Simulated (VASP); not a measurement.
# SnSe in VASP: further runs

SnSe is run at these levels: LDA; tasks: single point.

All numbers are computed with VASP 6.6.1; they aren't measurements. Logs are shortened: lines on timing, memory, paths and dates and some standing lists are left out, and cuts for length are marked.

## 1. The cell of the first run

The cell holds a slab with vacuum, 4 atoms: a = 4.190 Å, b = 4.190 Å, c = 10.980 Å, α = 90.00°, β = 90.00°, γ = 90.00°.

## 2. Single point, LDA (all Sn atoms moved -0.150 Å, as atom 1 along Cartesian [1 1 0])

The input, INCAR:

```
SYSTEM = SnSe
PREC = Accurate ; ENCUT = 500
EDIFF = 1E-6 ; ISMEAR = 0
SIGMA = 0.05 ; LREAL = .FALSE.
LASPH = .TRUE. ; NELM = 120
ALGO = Normal ; ISIF = 2
LWAVE = .FALSE. ; LCHARG = .FALSE.
NBANDS = 28 ; GGA_COMPAT = .FALSE.
```

The input, KPOINTS:

```
Automatic mesh
0
G
  6 6 4
  0 0 0
```

The input, POSCAR:

```
SnSe
1.0
    4.1898989379      0.0000000000      0.0000000000
    0.0000000000      4.1898989379      0.0000000000
    0.0000000000      0.0000000000     10.9796229414
Sn Se
2 2
Direct
    0.4746853042     -0.0253146958      0.3781633338
   -0.0253146958      0.4746853042      0.6218366662
    0.5000000000      0.0000000000      0.6217782129
    0.0000000000      0.5000000000      0.3782217871
```

Potentials or basis: VASP PAW LDA potentials, release 64 (Sn_d, Se).

Started as:

```console
> cat potpaw_LDA.64/Sn_d/POTCAR potpaw_LDA.64/Se/POTCAR > POTCAR
> mpirun -np 1 vasp_std > vasp.out
```

OUTCAR:

```text
SYSTEM = SnSe
   PREC = Accurate
   ENCUT = 500
   EDIFF = 1E-6
   ISMEAR = 0
   LREAL = .FALSE.
   LASPH = .TRUE.
   NELM = 120
   ISIF = 2

 ion  position               nearest neighbor table
   1  0.475  0.975  0.378-   3 2.68   4 2.81   4 2.97   4 2.97   4 3.11
   2  0.975  0.475  0.622-   4 2.68   3 2.81   3 2.97   3 2.97   3 3.11
   3  0.500  0.000  0.622-   1 2.68   2 2.81   2 2.97   2 2.97   2 3.11
   4  0.000  0.500  0.378-   2 2.68   1 2.81   1 2.97   1 2.97   1 3.11

  LATTYP: Found a simple tetragonal cell.
 ALAT       =     4.1898989379
 C/A-ratio  =     2.6204982755

  Lattice vectors:

 A1 = (   4.1898989379,   0.0000000000,   0.0000000000)
 A2 = (   0.0000000000,   4.1898989379,   0.0000000000)
 A3 = (   0.0000000000,   0.0000000000,  10.9796229414)

Analysis of symmetry for initial positions (statically):
=====================================================================
 Subroutine PRICEL returns:
 Original cell was already a primitive cell.

 Routine SETGRP: Setting up the symmetry group for a
 simple tetragonal supercell.

 Subroutine GETGRP returns: Found  4 space group operations
 (whereof  2 operations were pure point group operations)
 out of a pool of 16 trial point group operations.

The static configuration has the point symmetry C_2 .
 The point group associated with its full space group is C_2v.

Analysis of symmetry for dynamics (positions and initial velocities):
=====================================================================
 Subroutine PRICEL returns:
 Original cell was already a primitive cell.

 Routine SETGRP: Setting up the symmetry group for a
 simple tetragonal supercell.

 Subroutine GETGRP returns: Found  4 space group operations
 (whereof  2 operations were pure point group operations)
 out of a pool of 16 trial point group operations.

The dynamic configuration has the point symmetry C_2 .
 The point group associated with its full space group is C_2v.

 Subroutine INISYM returns: Found  4 space group operations
 (whereof  2 operations are pure point group operations),
 and found     1 'primitive' translations

----------------------------------------------------------------------------------------

                                     Primitive cell

  volume of cell :     192.7501

  direct lattice vectors                    reciprocal lattice vectors
     4.189898938  0.000000000  0.000000000     0.238669241  0.000000000  0.000000000
     0.000000000  4.189898938  0.000000000     0.000000000  0.238669241  0.000000000
     0.000000000  0.000000000 10.979622941     0.000000000  0.000000000  0.091077809

  length of vectors
[... 90 lines left out ...]
   IBRION =     -1    ionic relax: 0-MD 1-quasi-New 2-CG
   NFREE  =      0    steps in history (QN), initial steepest desc. (CG)
   ISIF   =      2    stress and relaxation
   ISYM   =      2    0-nonsym 1-usesym 2-fastsym
   POTIM  = 0.5000    time-step for ionic-motion
   TEBEG  =    0.0;   TEEND  =   0.0 temperature during run
   PSTRESS=    0.0 pullay stress
   NELECT =      40.0000    total number of electrons
   NUPDOWN=      -1.0000    fix difference up-down
   EMIN   =  10.00;   EMAX   =-10.00  energy-range for DOS
   EFERMI =   0.00;   METHOD = LEGACY
   ISMEAR =     0;   SIGMA  =   0.05  broadening in eV -4-tet -1-fermi 0-gaus
   EFERMI_NEDOS =   21; number of points for ismear=-14 and -15
   IALGO  =     38    algorithm
   IMIX   =      4    mixing-type and parameters
     AMIX     =   0.40;   BMIX     =  1.00
     AMIX_MAG =   1.60;   BMIX_MAG =  1.00
  volume/ion in A,a.u.               =      48.19       325.19
  Fermi-wavevector in a.u.,A,eV,Ry     =   0.969237  1.831592 12.781590  0.939420
  Thomas-Fermi vector in A             =   2.099273
   LORBIT       =      0    0 simple, 1 ext, 2 COOP (PROOUT), +10 PAW based schemes
   GGA     = CA    functional components
   LHFCALC =     F    Hartree Fock is set to
   AEXX    =    0.0000 exact exchange contribution
   IVDW    =     0    specifies the selected vdW correction
   LEPSILON=     F    determine dielectric tensor
   LRPA    =     F    only Hartree local field effects (RPA)
 non-spin polarized calculation
 Gauss-broadening in eV      SIGMA  =   0.05
  energy-cutoff  :      500.00
  volume of cell :      192.75
 maximum number of plane-waves:      4921
 NGX is ok and might be reduce to    32
   NGX = 15   NGY = 15   NGZ = 41

 number of electron      40.0000017 magnetization

 Free energy of the ion-electron system (eV)
  ---------------------------------------------------
  ext. energy  EPLUGINS =         0.00000000
  ---------------------------------------------------
  free energy    TOTEN  =       -18.48520691 eV

  energy without entropy =      -18.48520691  energy(sigma->0) =      -18.48520691

 E-fermi :   1.0784     XC(G=0):  -6.3477

 val. band max:        0.8035032304   @ k =   0.3333   0.0000   0.5000
 cond. band min:       2.2865239219   @ k =  -0.1667   0.3333   0.5000
 fundamental gap:      1.4830206914
 Fermi energy:         1.0783522449

 k-point     1 :       0.0000    0.0000    0.0000
  band No.  band energies     occupation
      1     -20.2554      2.00000
      2     -20.2267      2.00000
      3     -20.2246      2.00000
      4     -20.2170      2.00000
      5     -20.2143      2.00000
      6     -20.2135      2.00000
[... 733 lines left out ...]
     27       6.5123      0.00000
     28       6.9299      0.00000

 [... further k-points ...]

------------------------ aborting loop because EDIFF is reached ----------------------------------------

  FORCE on cell =-STRESS in cart. coord.  units (eV):
  Direction    XX          YY          ZZ          XY          YZ          ZX
  --------------------------------------------------------------------------------------
  -------------------------------------------------------------------------------------
  Total        0.3779997      0.3779997      0.1464640      0.2648128      0.0000000      0.0000000
  in kB        3.1420101      3.1420101      1.2174385      2.2011769      0.0000000      0.0000000
  external PRESSURE =       2.5004862 kB  Pullay stress =       0.0000000 kB

 VOLUME and BASIS-vectors are now :
 -----------------------------------------------------------------------------
  energy-cutoff  :      500.00
  volume of cell :      192.75
      direct lattice vectors                 reciprocal lattice vectors
     4.189898938  0.000000000  0.000000000     0.238669241  0.000000000  0.000000000
     0.000000000  4.189898938  0.000000000     0.000000000  0.238669241  0.000000000
     0.000000000  0.000000000 10.979622941     0.000000000  0.000000000  0.091077809

 POSITION                                       TOTAL-FORCE (eV/Angst)
 -----------------------------------------------------------------------------------
      1.98888      4.08383      4.15209         0.057477      0.057477     -0.044235
      4.08383      1.98888      6.82753         0.057477      0.057477      0.044235
      2.09495      0.00000      6.82689        -0.057477     -0.057477      0.019894
      0.00000      2.09495      4.15273        -0.057477     -0.057477     -0.019894
 -----------------------------------------------------------------------------------
    total drift:                                0.000559      0.000559     -0.000001

  FREE ENERGIE OF THE ION-ELECTRON SYSTEM (eV)
  ---------------------------------------------------
  free  energy   TOTEN  =       -18.4852069089 eV

  energy  without entropy=      -18.4852069089  energy(sigma->0) =      -18.48520691
```

OSZICAR:

```text
N       E                     dE             d eps       ncg     rms          rms(c)
DAV:   1     0.345286256072E+03    0.34529E+03   -0.18541E+04  2308   0.145E+03
DAV:   2     0.290083835009E+02   -0.31628E+03   -0.30774E+03  2344   0.364E+02
DAV:   3    -0.166556018193E+02   -0.45664E+02   -0.44531E+02  2700   0.145E+02
DAV:   4    -0.188880947967E+02   -0.22325E+01   -0.22207E+01  2616   0.341E+01
DAV:   5    -0.189501448979E+02   -0.62050E-01   -0.62024E-01  2928   0.601E+00    0.510E+00
DAV:   6    -0.185370784742E+02    0.41307E+00   -0.84073E-01  3004   0.495E+00    0.319E+00
DAV:   7    -0.184981116554E+02    0.38967E-01   -0.26733E-01  2760   0.201E+00    0.106E+00
DAV:   8    -0.184858707698E+02    0.12241E-01   -0.32413E-02  2840   0.112E+00    0.247E-01
DAV:   9    -0.184827532799E+02    0.31175E-02   -0.52827E-03  2556   0.422E-01    0.115E-01
DAV:  10    -0.184827231733E+02    0.30107E-04   -0.16469E-03  2400   0.169E-01    0.525E-02
DAV:  11    -0.184839205692E+02   -0.11974E-02   -0.14865E-03  2444   0.123E-01    0.600E-02
DAV:  12    -0.184850695341E+02   -0.11490E-02   -0.54969E-04  2748   0.936E-02    0.273E-02
DAV:  13    -0.184851322180E+02   -0.62684E-04   -0.48753E-05  2620   0.352E-02    0.150E-02
DAV:  14    -0.184851991951E+02   -0.66977E-04   -0.22558E-05  2072   0.158E-02    0.410E-03
DAV:  15    -0.184852044791E+02   -0.52840E-05   -0.12864E-06  2180   0.636E-03    0.116E-03
DAV:  16    -0.184852067904E+02   -0.23112E-05   -0.59106E-07  1836   0.319E-03    0.127E-03
DAV:  17    -0.184852069089E+02   -0.11857E-06   -0.65763E-08  1916   0.164E-03
   1 F= -.18485207E+02 E0= -.18485207E+02  d E =-.170145E-15
```

stdout:

```text
POSCAR found type information on POSCAR SnSe
 POSCAR found :  2 types and       4 ions
 scaLAPACK will be used
 LDA part: xc-table for (Slater(with rela. corr.)+CA(PZ))
 , standard interpolation
 POSCAR, INCAR and KPOINTS ok, starting setup
 FFT: planning ... GRIDC
 FFT: planning ... GRID_SOFT
 FFT: planning ... GRID
 WAVECAR not read
 entering main loop
```

Run time: 4.2 min. Hardware: 1 thread of Intel Xeon 8259CL, shared host; peak memory 0.34 GiB.

What came out:

| Property | Result |
| --- | --- |
| Free energy | -18.4852 eV |
| Largest force | 0.093 eV/Å |
| Band gap on the k mesh | 1.48 eV (least direct gap 1.55 eV) |

Forces on the atoms (eV/Å):
```
Sn   0.057  0.057 -0.044
Sn   0.057  0.057  0.044
Se  -0.057 -0.057  0.020
Se  -0.057 -0.057 -0.020
```

Caveat: the cell differs from its parent crystal (all Sn atoms moved -0.150 Å, as atom 1 along Cartesian [1 1 0]); spin-orbit coupling is left out, which moves the levels of the heavy elements.

## 3. Single point, LDA (all Sn atoms moved +0.263 Å, as atom 1 along Cartesian [1 1 0])

The input, INCAR:

```
SYSTEM = SnSe
ALGO = Normal
EDIFF = 1E-6
ENCUT = 500
GGA_COMPAT = .False.
ISIF = 2
ISMEAR = 0
LASPH = .True.
LCHARG = .False.
LREAL = .False.
LWAVE = .False.
NBANDS = 28
NELM = 120
PREC = Accurate
SIGMA = 0.05
```

The input, KPOINTS:

```
k-points
0
Gamma
  6 6 4
  0 0 0
```

Edit POSCAR of step 2 so:

```diff
@@ -8,4 +8,4 @@
 Direct
-    0.4746853042     -0.0253146958      0.3781633338
-   -0.0253146958      0.4746853042      0.6218366662
+    0.5443007177      0.0443007177      0.3781633338
+    0.0443007177      0.5443007177      0.6218366662
     0.5000000000      0.0000000000      0.6217782129
```

Potentials or basis: VASP PAW LDA potentials, release 64 (Sn_d, Se).

Started as:

```console
> cat potpaw_LDA.64/Sn_d/POTCAR potpaw_LDA.64/Se/POTCAR > POTCAR
> mpirun -np 1 vasp_std > vasp.out
```

OUTCAR:

```text
SYSTEM = SnSe
   EDIFF = 1E-6
   ENCUT = 500
   ISIF = 2
   ISMEAR = 0
   LASPH = .True.
   LREAL = .False.
   NELM = 120
   PREC = Accurate

 ion  position               nearest neighbor table
   1  0.544  0.044  0.378-   3 2.69   4 2.70   4 2.97   4 2.97   4 3.23
   2  0.044  0.544  0.622-   4 2.69   3 2.70   3 2.97   3 2.97   3 3.23
   3  0.500  0.000  0.622-   1 2.69   2 2.70   2 2.97   2 2.97   2 3.23
   4  0.000  0.500  0.378-   2 2.69   1 2.70   1 2.97   1 2.97   1 3.23

  LATTYP: Found a simple tetragonal cell.
 ALAT       =     4.1898989379
 C/A-ratio  =     2.6204982755

  Lattice vectors:

[... 943 lines left out ...]
  -------------------------------------------------------------------------------------
  Total        1.0657264      1.0657264      0.2231889      0.8872747      0.0000000      0.0000000
  in kB        8.8585326      8.8585326      1.8551914      7.3752062      0.0000000      0.0000000
  external PRESSURE =       6.5240855 kB  Pullay stress =       0.0000000 kB

 VOLUME and BASIS-vectors are now :
 -----------------------------------------------------------------------------
  energy-cutoff  :      500.00
  volume of cell :      192.75
      direct lattice vectors                 reciprocal lattice vectors
     4.189898938  0.000000000  0.000000000     0.238669241  0.000000000  0.000000000
     0.000000000  4.189898938  0.000000000     0.000000000  0.238669241  0.000000000
     0.000000000  0.000000000 10.979622941     0.000000000  0.000000000  0.091077809

 POSITION                                       TOTAL-FORCE (eV/Angst)
 -----------------------------------------------------------------------------------
      2.28056      0.18562      4.15209        -0.234031     -0.234031     -0.079321
      0.18562      2.28056      6.82753        -0.234031     -0.234031      0.079321
      2.09495      0.00000      6.82689         0.234031      0.234031      0.013162
      0.00000      2.09495      4.15273         0.234031      0.234031     -0.013162
 -----------------------------------------------------------------------------------
    total drift:                               -0.000582     -0.000582      0.000002

  FREE ENERGIE OF THE ION-ELECTRON SYSTEM (eV)
  ---------------------------------------------------
  free  energy   TOTEN  =       -18.4430532956 eV

  energy  without entropy=      -18.4430532956  energy(sigma->0) =      -18.44305330
```

OSZICAR:

```text
N       E                     dE             d eps       ncg     rms          rms(c)
DAV:   1     0.345664567029E+03    0.34566E+03   -0.18517E+04  2264   0.145E+03
DAV:   2     0.298642279964E+02   -0.31580E+03   -0.30754E+03  2360   0.365E+02
DAV:   3    -0.166626653204E+02   -0.46527E+02   -0.45573E+02  2768   0.147E+02
DAV:   4    -0.188362529249E+02   -0.21736E+01   -0.21651E+01  2620   0.341E+01
DAV:   5    -0.188980619584E+02   -0.61809E-01   -0.61793E-01  2996   0.601E+00    0.522E+00
DAV:   6    -0.184961741975E+02    0.40189E+00   -0.81375E-01  3020   0.488E+00    0.328E+00
DAV:   7    -0.184553166462E+02    0.40858E-01   -0.26601E-01  2740   0.203E+00    0.105E+00
DAV:   8    -0.184434827345E+02    0.11834E-01   -0.32320E-02  2908   0.111E+00    0.247E-01
DAV:   9    -0.184405827391E+02    0.29000E-02   -0.51105E-03  2548   0.416E-01    0.114E-01
DAV:  10    -0.184406630139E+02   -0.80275E-04   -0.14480E-03  2404   0.165E-01    0.538E-02
DAV:  11    -0.184418442022E+02   -0.11812E-02   -0.14526E-03  2404   0.121E-01    0.589E-02
DAV:  12    -0.184429066955E+02   -0.10625E-02   -0.52338E-04  2724   0.930E-02    0.273E-02
DAV:  13    -0.184429724544E+02   -0.65759E-04   -0.48630E-05  2684   0.362E-02    0.133E-02
DAV:  14    -0.184430464693E+02   -0.74015E-04   -0.24883E-05  2088   0.171E-02    0.366E-03
DAV:  15    -0.184430509251E+02   -0.44558E-05   -0.11736E-06  2124   0.655E-03    0.122E-03
DAV:  16    -0.184430531312E+02   -0.22061E-05   -0.48558E-07  1852   0.332E-03    0.774E-04
DAV:  17    -0.184430532956E+02   -0.16444E-06   -0.70004E-08  1916   0.174E-03
   1 F= -.18443053E+02 E0= -.18443053E+02  d E =-.151963E-17
```

stdout:

```text
POSCAR found type information on POSCAR SnSe
 POSCAR found :  2 types and       4 ions
 scaLAPACK will be used
 LDA part: xc-table for (Slater(with rela. corr.)+CA(PZ))
 , standard interpolation
 POSCAR, INCAR and KPOINTS ok, starting setup
 FFT: planning ... GRIDC
 FFT: planning ... GRID_SOFT
 FFT: planning ... GRID
 WAVECAR not read
 entering main loop
```

Wall time 3.9 min (1 thread of Intel Xeon 8259CL, shared host); peak memory 0.34 GiB.

Results:

```yaml
Free_energy: -18.4431 eV
Largest_force: 0.340 eV/Å
Band_gap_on_the_k_mesh: 1.55 eV (least direct gap 1.57 eV)
```

Forces on the atoms (eV/Å):
```
Sn  -0.234 -0.234 -0.079
Sn  -0.234 -0.234  0.079
Se   0.234  0.234  0.013
Se   0.234  0.234 -0.013
```

Caveat: the cell differs from its parent crystal (all Sn atoms moved +0.263 Å, as atom 1 along Cartesian [1 1 0]); spin-orbit coupling is left out, which moves the levels of the heavy elements.
